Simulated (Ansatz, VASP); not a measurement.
# B2AsH2 in VASP and in Ansatz

```xyz
5
Lattice="3.7896 0.0000 0.0000 -1.8948 3.2819 0.0000 0.0000 0.0000 7.4029" Properties=species:S:1:pos:R:3 pbc="T T T"
B     0.0000    2.1880    3.7014
B     1.8948    1.0940    3.7014
H     0.0000    0.0000    0.3754
H     0.0000    0.0000    7.0275
As    0.0000    0.0000    3.7014
```

Alike in both runs: functional PBE; k mesh 6 × 6 × 4; occupations gaussian, width 0.1 eV; no spin polarisation.

Ansatz relaxed the structure, and its values are those at the end. VASP's run is a single point on that final structure, the one shown.

```csv
,VASP,Ansatz
version,VASP 6.6.1,Ansatz 0.2.0
potentials or method,"VASP PAW PBE potentials, release 64 (B, H, As), cutoff 520 eV","scalar-relativistic, plane waves, PAW"
valence electrons in the cell,13,23
```

|  | VASP | Ansatz | Ansatz less VASP |
| --- | --- | --- | --- |
| gap on the k mesh at the Fermi level (eV) | none | none | - |
| pressure (GPa) | 0.2 | 0.0 | -0.12 |
| rms of the force components (eV/Å) | 0.000 | 0.004 | +0.0039 |

A gap of «none» marks a metal or a gap that the smearing closes. With one functional, cell and mesh, what is left measures potentials, basis and numerics. VASP's potentials hold 13 valence electrons a cell and Ansatz's 23, so a difference there can come from the potentials and not from the codes.
